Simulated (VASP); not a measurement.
# I (P6/mmm) in VASP: further runs

The runs below take I through density of states, with PBE.

Everything below comes from runs of VASP 6.6.1. Logs are shortened: lines on timing, memory, paths and dates and some standing lists are left out, and cuts for length are marked.

### Step 1. The cell of the first run

Symmetry: P6/mmm, No. 191, hexagonal system. The conventional cell has a = 4.547 Å, b = 4.547 Å, c = 2.930 Å, α = 90.00°, β = 90.00°, γ = 120.00°. I (site symmetry 6/mmm) has 2 I at 2.93 Å within 3.9 Å.

### Step 2. Density of states, PBE

Input file POSCAR:

```
I
1.0
    4.5474813670      0.0000000000      0.0000000000
   -2.2737406835      3.9382343871      0.0000000000
    0.0000000000      0.0000000000      2.9296136578
I
1
Direct
    0.0000000000      0.0000000000      0.0000000000
```

Input file INCAR.step1:

```
SYSTEM = I
PREC = Accurate
ENCUT = 520
EDIFF = 1E-7
ISMEAR = -1
SIGMA = 0.08
LREAL = .FALSE.
LASPH = .TRUE.
NELM = 100
ALGO = Normal
ISIF = 2
LWAVE = .FALSE.
LCHARG = .TRUE.
GGA = PE
NBANDS = 10
```

Input file KPOINTS.step1:

```
Automatic mesh
0
G
  12 12 12
  0 0 0
```

Input file INCAR.step2:

```
SYSTEM = I
PREC = Accurate
ENCUT = 520
EDIFF = 1E-7
ISMEAR = -5
SIGMA = 0.08
LREAL = .FALSE.
LASPH = .TRUE.
NELM = 100
ALGO = Normal
ISIF = 2
LWAVE = .FALSE.
LCHARG = .FALSE.
GGA = PE
LORBIT = 11
NEDOS = 2001
ICHARG = 11
```

Input file KPOINTS.step2:

```
Automatic mesh
0
G
  18 18 18
  0 0 0
```

Potentials or basis: VASP PAW PBE potentials, release 64 (I).

On the command line:

```console
> cat potpaw_PBE.64/I/POTCAR > POTCAR
> cp INCAR.step1 INCAR
> cp KPOINTS.step1 KPOINTS
> mpirun -np 1 vasp_std > vasp.out
> cp INCAR.step2 INCAR
> cp KPOINTS.step2 KPOINTS
> mpirun -np 1 vasp_std > vasp.out
```

OUTCAR:

```text
SYSTEM = I
   PREC = Accurate
   ENCUT = 520
   EDIFF = 1E-7
   ISMEAR = -5
   LREAL = .FALSE.
   LASPH = .TRUE.
   NELM = 100
   ISIF = 2
   GGA = PE
   LORBIT = 11
   ICHARG = 11

 ion  position               nearest neighbor table
   1  0.000  0.000  0.000-

  LATTYP: Found a hexagonal cell.
 ALAT       =     4.5474813670
 C/A-ratio  =     0.6442277431

  Lattice vectors:

 A1 = (   4.5474813670,   0.0000000000,   0.0000000000)
 A2 = (  -2.2737406835,   3.9382343871,   0.0000000000)
 A3 = (   0.0000000000,   0.0000000000,   2.9296136578)

Analysis of symmetry for initial positions (statically):
=====================================================================
 Subroutine PRICEL returns:
 Original cell was already a primitive cell.

 Routine SETGRP: Setting up the symmetry group for a
 hexagonal supercell.

 Subroutine GETGRP returns: Found 24 space group operations
 (whereof 24 operations were pure point group operations)
 out of a pool of 24 trial point group operations.

The static configuration has the point symmetry D_6h.

Analysis of symmetry for dynamics (positions and initial velocities):
=====================================================================
 Subroutine PRICEL returns:
 Original cell was already a primitive cell.

 Routine SETGRP: Setting up the symmetry group for a
 hexagonal supercell.

 Subroutine GETGRP returns: Found 24 space group operations
 (whereof 24 operations were pure point group operations)
 out of a pool of 24 trial point group operations.

The dynamic configuration has the point symmetry D_6h.

 Subroutine INISYM returns: Found 24 space group operations
 (whereof 24 operations are pure point group operations),
 and found     1 'primitive' translations

----------------------------------------------------------------------------------------

                                     Primitive cell

  volume of cell :      52.4666

  direct lattice vectors                    reciprocal lattice vectors
     4.547481367  0.000000000  0.000000000     0.219901946  0.126960447  0.000000000
    -2.273740683  3.938234387  0.000000000     0.000000000  0.253920895  0.000000000
     0.000000000  0.000000000  2.929613658     0.000000000  0.000000000  0.341341937

  length of vectors
     4.547481367  4.547481367  2.929613658     0.253920895  0.253920895  0.341341937

  position of ions in fractional coordinates (direct lattice)
[... 83 lines left out ...]
   IBRION =     -1    ionic relax: 0-MD 1-quasi-New 2-CG
   NFREE  =      0    steps in history (QN), initial steepest desc. (CG)
   ISIF   =      2    stress and relaxation
   ISYM   =      2    0-nonsym 1-usesym 2-fastsym
   POTIM  = 0.5000    time-step for ionic-motion
   TEBEG  =    0.0;   TEEND  =   0.0 temperature during run
   PSTRESS=    0.0 pullay stress
   NELECT =       7.0000    total number of electrons
   NUPDOWN=      -1.0000    fix difference up-down
   EMIN   =  10.00;   EMAX   =-10.00  energy-range for DOS
   EFERMI =   0.00;   METHOD = LEGACY
   ISMEAR =    -5;   SIGMA  =   0.08  broadening in eV -4-tet -1-fermi 0-gaus
   EFERMI_NEDOS =   21; number of points for ismear=-14 and -15
   IALGO  =     38    algorithm
   IMIX   =      4    mixing-type and parameters
     AMIX     =   0.40;   BMIX     =  1.00
     AMIX_MAG =   1.60;   BMIX_MAG =  1.00
  volume/ion in A,a.u.               =      52.47       354.06
  Fermi-wavevector in a.u.,A,eV,Ry     =   0.836527  1.580807  9.521047  0.699777
  Thomas-Fermi vector in A             =   1.950266
   LORBIT       =     11    0 simple, 1 ext, 2 COOP (PROOUT), +10 PAW based schemes
   GGA     = PE    functional components
   LHFCALC =     F    Hartree Fock is set to
   AEXX    =    0.0000 exact exchange contribution
   IVDW    =     0    specifies the selected vdW correction
   LEPSILON=     F    determine dielectric tensor
   LRPA    =     F    only Hartree local field effects (RPA)
 non-spin polarized calculation
 Fermi weights with tetrahedron method with Bloechl corrections
  energy-cutoff  :      520.00
  volume of cell :       52.47
 maximum number of plane-waves:      1439
 NGX is ok and might be reduce to    36

 number of electron       7.0000000 magnetization

 Free energy of the ion-electron system (eV)
  ---------------------------------------------------
  ext. energy  EPLUGINS =         0.00000000
  ---------------------------------------------------
  free energy    TOTEN  =        -1.43464914 eV

  energy without entropy =       -1.43464914  energy(sigma->0) =       -1.43464914

 E-fermi :   0.8152     XC(G=0):  -7.0368

 val. band max:        0.8285780259   @ k =   0.1111   0.0556   0.4444
 cond. band min:       0.8227782363   @ k =   0.0556   0.0556   0.3889
 fundamental gap:     -0.0057997896
 Fermi energy:         0.8152351843

 k-point     1 :       0.0000    0.0000    0.0000
  band No.  band energies     occupation
      1     -12.3174      2.00000
      2      -0.7864      2.00000
      3      -0.7864      2.00000
      4       4.4820      0.00000
      5       5.1700      0.00000
      6       8.6864      0.00000
      7       8.6864      0.00000
[... 221 lines left out ...]
 k-point    24 :       0.3889    0.1111    0.0000
  band No.  band energies     occupation
      1     -12.1737      2.00000
      2      -2.0647      2.00000
      3      -1.2074      2.00000
      4       4.5852      0.00000
      5       6.5473      0.00000
      6       9.5522      0.00000
      7      11.0711      0.00000

 [... further k-points ...]

------------------------ aborting loop because EDIFF is reached ----------------------------------------

  FORCE on cell =-STRESS in cart. coord.  units (eV):
  Direction    XX          YY          ZZ          XY          YZ          ZX
  --------------------------------------------------------------------------------------
  -------------------------------------------------------------------------------------
  Total        0.1805407      0.1805407     -0.0683860      0.0000000      0.0000000      0.0000000
  in kB        5.5131897      5.5131897     -2.0883103      0.0000000      0.0000000      0.0000000
  external PRESSURE =       2.9793563 kB  Pullay stress =       0.0000000 kB

 VOLUME and BASIS-vectors are now :
 -----------------------------------------------------------------------------
  energy-cutoff  :      520.00
  volume of cell :       52.47
      direct lattice vectors                 reciprocal lattice vectors
     4.547481367  0.000000000  0.000000000     0.219901946  0.126960447  0.000000000
    -2.273740683  3.938234387  0.000000000     0.000000000  0.253920895  0.000000000
     0.000000000  0.000000000  2.929613658     0.000000000  0.000000000  0.341341937

 POSITION                                       TOTAL-FORCE (eV/Angst)
 -----------------------------------------------------------------------------------
      0.00000      0.00000      0.00000         0.000000      0.000000      0.000000
 -----------------------------------------------------------------------------------
    total drift:                                0.000000      0.000000      0.000000

  FREE ENERGIE OF THE ION-ELECTRON SYSTEM (eV)
  ---------------------------------------------------
  free  energy   TOTEN  =        -1.4346491407 eV

  energy  without entropy=       -1.4346491407  energy(sigma->0) =       -1.43464914

 total charge

# of ion       s       p       d       tot
------------------------------------------
    1        1.539   2.637   0.028   4.203
```

OUTCAR.step1:

```text
SYSTEM = I
   PREC = Accurate
   ENCUT = 520
   EDIFF = 1E-7
   ISMEAR = -1
   LREAL = .FALSE.
[... 529 lines left out ...]

 POSITION                                       TOTAL-FORCE (eV/Angst)
 -----------------------------------------------------------------------------------
      0.00000      0.00000      0.00000        -0.000000      0.000000      0.000000
 -----------------------------------------------------------------------------------
    total drift:                                0.000000      0.000000      0.000000

  FREE ENERGIE OF THE ION-ELECTRON SYSTEM (eV)
  ---------------------------------------------------
  free  energy   TOTEN  =        -1.4610758171 eV

  energy  without entropy=       -1.4430354667  energy(sigma->0) =       -1.45205564
```

OSZICAR.step1:

```text
N       E                     dE             d eps       ncg     rms          rms(c)
DAV:   1     0.225985136225E+02    0.22599E+02   -0.22669E+03  2660   0.475E+02
DAV:   2    -0.327883138289E+00   -0.22926E+02   -0.22128E+02  3342   0.808E+01
DAV:   3    -0.149994509389E+01   -0.11721E+01   -0.11570E+01  3246   0.192E+01
DAV:   4    -0.151356369152E+01   -0.13619E-01   -0.13609E-01  3442   0.255E+00
DAV:   5    -0.151375892817E+01   -0.19524E-03   -0.19523E-03  3390   0.278E-01    0.390E+00
DAV:   6    -0.147479387556E+01    0.38965E-01   -0.33277E-02  2980   0.832E-01    0.254E+00
DAV:   7    -0.146137687576E+01    0.13417E-01   -0.64213E-02  2908   0.119E+00    0.226E-01
DAV:   8    -0.146104651438E+01    0.33036E-03   -0.43621E-03  2900   0.370E-01    0.771E-02
DAV:   9    -0.146105768806E+01   -0.11174E-04   -0.69005E-05  3290   0.593E-02    0.287E-02
DAV:  10    -0.146107510748E+01   -0.17419E-04   -0.15364E-05  3068   0.225E-02    0.369E-02
DAV:  11    -0.146107574633E+01   -0.63885E-06   -0.17454E-06  3346   0.650E-03    0.688E-03
DAV:  12    -0.146107588079E+01   -0.13446E-06   -0.27698E-07  3032   0.290E-03    0.175E-02
DAV:  13    -0.146107581706E+01    0.63733E-07   -0.24021E-08  2036   0.920E-04
   1 F= -.14610758E+01 E0= -.14520556E+01  d E =-.180404E-01
```

Run time: 40 s. Hardware: 1 thread of Intel Xeon 6975P-C (Granite Rapids), shared host; peak memory 0.27 GiB.

What came out:

```yaml
Valence_electrons_inside_the_program's_atomic_spheres: I 4.20
```

Levels at points of the mesh, in eV from the Fermi level:
| k point | band 1 | band 2 | band 3 | band 4 | band 5 | band 6 |
| --- | --- | --- | --- | --- | --- | --- |
| (0.00, 0.00, 0.00) | -13.13 | -1.60 | -1.60 | 3.67 | 4.35 | 7.87 |
| (0.50, 0.00, 0.00) | -12.99 | -2.95 | -1.91 | 3.77 | 5.37 | 9.50 |
| (0.00, 0.00, 0.50) | -10.65 | -5.23 | 0.34 | 0.34 | 8.20 | 8.20 |
| (0.50, 0.00, 0.50) | -10.52 | -5.07 | -0.73 | 0.09 | 5.40 | 7.53 |

Caveat: spin-orbit coupling is left out, which moves the levels of the heavy elements; an odd number of electrons without spin polarisation forces a metal; a magnetic or distorted state may lie lower; tetrahedron occupations give inexact forces and stress in metals.

### Step 3. Density of states, PBE (volume scaled by 0.45)

Input file POSCAR:

```
I
1.0
    3.1176243103      0.0000000000      0.0000000000
   -1.5588121552      2.6999418522      0.0000000000
    0.0000000000      0.0000000000      2.8048985847
I
1
Direct
    0.0000000000      0.0000000000      0.0000000000
```

INCAR.step1, as its differences from that of step 2:

```diff
@@ -3,3 +3,3 @@
 ENCUT = 520
-EDIFF = 1E-7
+EDIFF = 1E-6
 ISMEAR = -1
@@ -8,3 +8,3 @@
 LASPH = .TRUE.
-NELM = 100
+NELM = 60
 ALGO = Normal
```

KPOINTS.step1 is that of step 2.

Input file INCAR.step2:

```
SYSTEM = I
PREC = Accurate
ENCUT = 520
EDIFF = 1E-6
ISMEAR = -5
SIGMA = 0.08
LREAL = .FALSE.
LASPH = .TRUE.
NELM = 60
ALGO = Normal
ISIF = 2
LWAVE = .FALSE.
LCHARG = .FALSE.
GGA = PE
LORBIT = 10
NEDOS = 2001
ICHARG = 11
```

KPOINTS.step2 is that of step 2.

Potentials or basis: VASP PAW PBE potentials, release 64 (I).

On the command line:

```console
> cat potpaw_PBE.64/I/POTCAR > POTCAR
> cp INCAR.step1 INCAR
> cp KPOINTS.step1 KPOINTS
> mpirun -np 1 vasp_std > vasp.out
> cp INCAR.step2 INCAR
> cp KPOINTS.step2 KPOINTS
> mpirun -np 1 vasp_std > vasp.out
```

OUTCAR:

```text
SYSTEM = I
   PREC = Accurate
   ENCUT = 520
   EDIFF = 1E-6
   ISMEAR = -5
   LREAL = .FALSE.
   LASPH = .TRUE.
   NELM = 60
   ISIF = 2
   GGA = PE
   LORBIT = 10
   ICHARG = 11

 ion  position               nearest neighbor table
   1  0.000  0.000  0.000-

  LATTYP: Found a hexagonal cell.
 ALAT       =     3.1176243103
 C/A-ratio  =     0.8996910165

  Lattice vectors:

 A1 = (   3.1176243103,   0.0000000000,   0.0000000000)
 A2 = (  -1.5588121552,   2.6999418522,   0.0000000000)
 A3 = (   0.0000000000,   0.0000000000,   2.8048985847)

Analysis of symmetry for initial positions (statically):
=====================================================================
 Subroutine PRICEL returns:
 Original cell was already a primitive cell.

 Routine SETGRP: Setting up the symmetry group for a
 hexagonal supercell.

 Subroutine GETGRP returns: Found 24 space group operations
 (whereof 24 operations were pure point group operations)
 out of a pool of 24 trial point group operations.

The static configuration has the point symmetry D_6h.

Analysis of symmetry for dynamics (positions and initial velocities):
=====================================================================
 Subroutine PRICEL returns:
 Original cell was already a primitive cell.

 Routine SETGRP: Setting up the symmetry group for a
 hexagonal supercell.

 Subroutine GETGRP returns: Found 24 space group operations
 (whereof 24 operations were pure point group operations)
 out of a pool of 24 trial point group operations.

The dynamic configuration has the point symmetry D_6h.

 Subroutine INISYM returns: Found 24 space group operations
 (whereof 24 operations are pure point group operations),
 and found     1 'primitive' translations

[... 110 lines left out ...]
   EFERMI_NEDOS =   21; number of points for ismear=-14 and -15
   IALGO  =     38    algorithm
   IMIX   =      4    mixing-type and parameters
     AMIX     =   0.40;   BMIX     =  1.00
     AMIX_MAG =   1.60;   BMIX_MAG =  1.00
  volume/ion in A,a.u.               =      23.61       159.33
  Fermi-wavevector in a.u.,A,eV,Ry     =   1.091631  2.062883 16.213485  1.191658
  Thomas-Fermi vector in A             =   2.227880
   LORBIT       =     10    0 simple, 1 ext, 2 COOP (PROOUT), +10 PAW based schemes
   GGA     = PE    functional components
   LHFCALC =     F    Hartree Fock is set to
   AEXX    =    0.0000 exact exchange contribution
   IVDW    =     0    specifies the selected vdW correction
   LEPSILON=     F    determine dielectric tensor
   LRPA    =     F    only Hartree local field effects (RPA)
 non-spin polarized calculation
 Fermi weights with tetrahedron method with Bloechl corrections
  energy-cutoff  :      520.00
  volume of cell :       23.61
 maximum number of plane-waves:       648
 NGX is ok and might be reduce to    24

 number of electron       6.9999999 magnetization

 Free energy of the ion-electron system (eV)
  ---------------------------------------------------
  ext. energy  EPLUGINS =         0.00000000
  ---------------------------------------------------
  free energy    TOTEN  =         0.00298715 eV

  energy without entropy =        0.00298715  energy(sigma->0) =        0.00298715

 E-fermi :  11.2200     XC(G=0): -10.8588

 val. band max:       11.3117782362   @ k =   0.1111   0.0000   0.0556
 cond. band min:      11.2602908587   @ k =   0.1111   0.0000   0.0000
 fundamental gap:     -0.0514873774
 Fermi energy:        11.2199924142

 k-point     1 :       0.0000    0.0000    0.0000
  band No.  band energies     occupation
      1      -6.5426      2.00000
      2      11.7029     -0.46928
      3      11.7029      0.00000
      4      12.2427      0.00000
      5      16.7488      0.00000
      6      19.3924      0.00000
      7      19.8433      0.00000
[... 221 lines left out ...]
 k-point    24 :       0.3889    0.1111    0.0000
  band No.  band energies     occupation
      1      -3.7758      2.00000
      2       2.8322      2.00000
      3       7.8170      2.00000
      4      14.4700      0.00000
      5      16.5272      0.00000
      6      21.0744      0.00000
      7      23.3188      0.00000

 [... further k-points ...]
[... 5 lines left out ...]
  --------------------------------------------------------------------------------------
  -------------------------------------------------------------------------------------
  Total        6.2146925      6.2146925      6.1336606     -0.0000000     -0.0000000      0.0000000
  in kB      421.7303657    421.7303657    416.2315242     -0.0000000     -0.0000000      0.0000000
  external PRESSURE =     419.8974185 kB  Pullay stress =       0.0000000 kB

 VOLUME and BASIS-vectors are now :
 -----------------------------------------------------------------------------
  energy-cutoff  :      520.00
  volume of cell :       23.61
      direct lattice vectors                 reciprocal lattice vectors
     3.117624310  0.000000000  0.000000000     0.320757057  0.185189173  0.000000000
    -1.558812155  2.699941852  0.000000000     0.000000000  0.370378347  0.000000000
     0.000000000  0.000000000  2.804898585     0.000000000  0.000000000  0.356519129

 POSITION                                       TOTAL-FORCE (eV/Angst)
 -----------------------------------------------------------------------------------
      0.00000      0.00000      0.00000         0.000000      0.000000      0.000000
 -----------------------------------------------------------------------------------
    total drift:                               -0.000000      0.000000      0.000000

  FREE ENERGIE OF THE ION-ELECTRON SYSTEM (eV)
  ---------------------------------------------------
  free  energy   TOTEN  =         0.0029871538 eV

  energy  without entropy=        0.0029871538  energy(sigma->0) =        0.00298715

 total charge

# of ion       s       p       d       tot
------------------------------------------
    1        1.580   2.691   0.108   4.379
```

Run time: 73 s. Hardware: 1 thread of AMD EPYC 7R43 (Zen 3), shared host; peak memory 0.15 GiB.

What came out:

| Quantity | Value |
| --- | --- |
| Valence electrons inside the program's atomic spheres | I 4.38 |

Caveat: spin-orbit coupling is left out, which moves the levels of the heavy elements; an odd number of electrons without spin polarisation forces a metal; a magnetic or distorted state may lie lower; tetrahedron occupations give inexact forces and stress in metals.
